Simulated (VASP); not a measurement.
# Ir3Cl in VASP: a series of runs, part 2 of 2

VASP 6.6.1. The steps go on from the part before.

## Step 5: Single point, PBE

Input file INCAR:

```
SYSTEM = Ir3Cl
PREC = Accurate
ENCUT = 520
EDIFF = 1E-6
ISMEAR = 0
SIGMA = 0.1
LREAL = .False.
LASPH = .True.
NELM = 100
ALGO = Normal
ISIF = 2
LWAVE = .False.
LCHARG = .False.
LDIPOL = .True.
IDIPOL = 3
DIPOL = 0.5 0.5 0.366
GGA = PE
NBANDS = 25
```

Input file KPOINTS:

```
regular mesh
0
Gamma
  12 12 1
  0 0 0
```

Input file POSCAR:

```
Ir3Cl
1.0
    2.7367600872      0.0000000000      0.0000000000
   -1.3683800436      2.3701037596      0.0000000000
    0.0000000000      0.0000000000     19.8425800730
Ir Cl
3 1
Direct
    0.6666666667      0.3333333333      0.2015866881
    0.3333333333      0.6666666667      0.3110139949
    0.0000000000      0.0000000000      0.4204382718
    0.5000000000      0.3333333333      0.5317755730
```

Potentials or basis: VASP PAW PBE potentials, release 64 (Ir, Cl).

Started as:

```bash
$ cat potpaw_PBE.64/Ir/POTCAR potpaw_PBE.64/Cl/POTCAR > POTCAR
$ mpirun -np 1 vasp_std > vasp.out
```

OUTCAR:

```text
SYSTEM = Ir3Cl
   PREC = Accurate
   ENCUT = 520
   EDIFF = 1E-6
   ISMEAR = 0
   LREAL = .False.
   LASPH = .True.
   NELM = 100
   ISIF = 2
   GGA = PE

 ion  position               nearest neighbor table
   1  0.667  0.333  0.202-   2 2.69   2 2.69   2 2.69
   2  0.333  0.667  0.311-   3 2.69   3 2.69   3 2.69   1 2.69   1 2.69   1 2.69
   3  0.000  0.000  0.420-   4 2.52   2 2.69   2 2.69   2 2.69   4 2.75   4 2.97
   4  0.500  0.333  0.532-   3 2.52   3 2.75   3 2.97

  LATTYP: Found a hexagonal cell.
 ALAT       =     2.7367600872
 C/A-ratio  =     7.2503907689

  Lattice vectors:

 A1 = (   2.7367600872,   0.0000000000,   0.0000000000)
 A2 = (  -1.3683800436,   2.3701037596,   0.0000000000)
 A3 = (   0.0000000000,   0.0000000000,  19.8425800730)

Analysis of symmetry for initial positions (statically):
=====================================================================
 Subroutine PRICEL returns:
 Original cell was already a primitive cell.

 Routine SETGRP: Setting up the symmetry group for a
 hexagonal supercell.

 Subroutine GETGRP returns: Found  1 space group operations
 (whereof  1 operations were pure point group operations)
 out of a pool of 24 trial point group operations.

The static configuration has the point symmetry C_1 .

Analysis of symmetry for dynamics (positions and initial velocities):
=====================================================================
 Subroutine PRICEL returns:
 Original cell was already a primitive cell.

 Routine SETGRP: Setting up the symmetry group for a
 hexagonal supercell.

 Subroutine GETGRP returns: Found  1 space group operations
 (whereof  1 operations were pure point group operations)
 out of a pool of 24 trial point group operations.

The dynamic configuration has the point symmetry C_1 .

 Subroutine INISYM returns: Found  1 space group operations
 (whereof  1 operations are pure point group operations),
[... 124 lines left out ...]
   LORBIT       =      0    0 simple, 1 ext, 2 COOP (PROOUT), +10 PAW based schemes
   GGA     = PE    functional components
   LHFCALC =     F    Hartree Fock is set to
   AEXX    =    0.0000 exact exchange contribution
   IVDW    =     0    specifies the selected vdW correction
   LEPSILON=     F    determine dielectric tensor
   LRPA    =     F    only Hartree local field effects (RPA)
 non-spin polarized calculation
 Gauss-broadening in eV      SIGMA  =   0.10
  energy-cutoff  :      520.00
  volume of cell :      128.71
 maximum number of plane-waves:      3499
   NGX = 11   NGY = 11   NGZ = 73

 dipolmoment           0.000000      0.000000      0.000946 electrons x Angstroem

 number of electron      34.0000001 magnetization

 dipolmoment           0.000000      0.000000     -0.005827 electrons x Angstroem

 Free energy of the ion-electron system (eV)
  ---------------------------------------------------
  ext. energy  EPLUGINS =         0.00000000
  ---------------------------------------------------
  free energy    TOTEN  =       -26.20647075 eV

  energy without entropy =      -26.18262708  energy(sigma->0) =      -26.19454891

 E-fermi :   1.3107     XC(G=0):  -6.7431

 val. band max:        1.3045740745   @ k =   0.5000   0.3333   0.0000
 cond. band min:       1.3144675598   @ k =  -0.4167   0.3333   0.0000
 fundamental gap:      0.0098934854
 Fermi energy:         1.3106769417

 k-point     1 :       0.0000    0.0000    0.0000
  band No.  band energies     occupation
      1     -16.3911      2.00000
      2      -8.9350      2.00000
      3      -7.1510      2.00000
      4      -6.4566      2.00000
      5      -4.4508      2.00000
      6      -2.5830      2.00000
[... 661 lines left out ...]
     24       7.4458      0.00000
     25       8.4089      0.00000

 [... further k-points ...]

------------------------ aborting loop because EDIFF is reached ----------------------------------------

 vacuum level on the upper side and lower side of the slab       (xc-potential included)        -0.238        -0.127

  FORCE on cell =-STRESS in cart. coord.  units (eV):
  Direction    XX          YY          ZZ          XY          YZ          ZX
  --------------------------------------------------------------------------------------
  -------------------------------------------------------------------------------------
  Total        3.5330655      2.8934030     -0.0443475     -0.2776598     -0.2447978     -0.5594988
  in kB       43.9804881     36.0178087     -0.5520492     -3.4563785     -3.0473040     -6.9647812
  external PRESSURE =      26.4820825 kB  Pullay stress =       0.0000000 kB

 VOLUME and BASIS-vectors are now :
 -----------------------------------------------------------------------------
  energy-cutoff  :      520.00
  volume of cell :      128.71
      direct lattice vectors                 reciprocal lattice vectors
     2.736760087  0.000000000  0.000000000     0.365395566  0.210961228  0.000000000
    -1.368380044  2.370103760  0.000000000     0.000000000  0.421922456  0.000000000
     0.000000000  0.000000000 19.842580073     0.000000000  0.000000000  0.050396672

 POSITION                                       TOTAL-FORCE (eV/Angst)
 -----------------------------------------------------------------------------------
      1.36838      0.79003      4.00000        -0.101441     -0.023560     -0.150554
     -0.00000      1.58007      6.17132         0.175954     -0.020522      0.319064
      0.00000      0.00000      8.34258         0.205125      0.221641     -0.182311
      0.91225      0.79003     10.55180        -0.279638     -0.177558      0.013800
 -----------------------------------------------------------------------------------
    total drift:                                0.000200     -0.000193     -0.000240

  FREE ENERGIE OF THE ION-ELECTRON SYSTEM (eV)
  ---------------------------------------------------
  free  energy   TOTEN  =       -26.2064707463 eV

  energy  without entropy=      -26.1826270775  energy(sigma->0) =      -26.19454891

 vacuum level on the upper side and lower side of the slab         6.433         6.537
```

OSZICAR:

```text
N       E                     dE             d eps       ncg     rms          rms(c)
DAV:   1     0.338810274293E+03    0.33881E+03   -0.14215E+04  3708   0.119E+03
DAV:   2     0.266879959667E+01   -0.33614E+03   -0.29929E+03  3773   0.345E+02
DAV:   3    -0.270744605073E+02   -0.29743E+02   -0.27409E+02  4779   0.101E+02
[... 22 lines left out ...]
DAV:  26    -0.262064623980E+02   -0.50348E-05   -0.29906E-07  2694   0.355E-03    0.406E-03
DAV:  27    -0.262064660521E+02   -0.36541E-05   -0.25983E-07  2864   0.280E-03    0.369E-03
DAV:  28    -0.262064686162E+02   -0.25641E-05   -0.24258E-07  2790   0.314E-03    0.356E-03
DAV:  29    -0.262064701185E+02   -0.15023E-05   -0.25089E-07  2697   0.293E-03    0.179E-03
DAV:  30    -0.262064707463E+02   -0.62780E-06   -0.76853E-08  2708   0.149E-03
   1 F= -.26206471E+02 E0= -.26194549E+02  d E =-.238437E-01
```

stdout:

```text
POSCAR found type information on POSCAR IrCl
 POSCAR found :  2 types and       4 ions
 scaLAPACK will be used
 LDA part: xc-table for (Slater+PW92), standard interpolation
 POSCAR, INCAR and KPOINTS ok, starting setup
 FFT: planning ... GRIDC
 FFT: planning ... GRID_SOFT
 FFT: planning ... GRID
 WAVECAR not read
 entering main loop
```

Run time: 7.7 min. Hardware: 1 thread of Intel Xeon Platinum 8375C at 2.90GHz (Ice Lake), shared host; peak memory 0.37 GiB.

Results:

| Property | Result |
| --- | --- |
| Free energy | -26.2065 eV |
| Largest force | 0.365 eV/Å |
| Band gap on the k mesh | zero (bands 17 and 18 overlap by 1.58 eV) |

Forces on the atoms (eV/Å):
```
Ir  -0.101 -0.024 -0.151
Ir   0.176 -0.021  0.319
Ir   0.205  0.222 -0.182
Cl  -0.280 -0.178  0.014
```

Caveat: spin-orbit coupling is left out, which moves the levels of the heavy elements.

## Step 6: Overview

| cell | gap on the mesh (eV) | largest force (eV/Å) |
| --- | --- | --- |
| as given, atomic positions A | none | 0.80 |
| as given, atomic positions B | none | 0.93 |
| as given, atomic positions C | none | 0.51 |
| as given, atomic positions D | none | 0.36 |

Alike in all rows: task single point; level PBE; potentials or basis VASP PAW PBE potentials, release 64 (Ir, Cl); no spin polarisation; k mesh 12 × 12 × 1; cutoff (eV) 520; smearing gaussian 0.1 eV.

Caveats: spin-orbit coupling is left out, which moves the levels of the heavy elements.

Absolute energies hang on the potentials; compare differences alone.
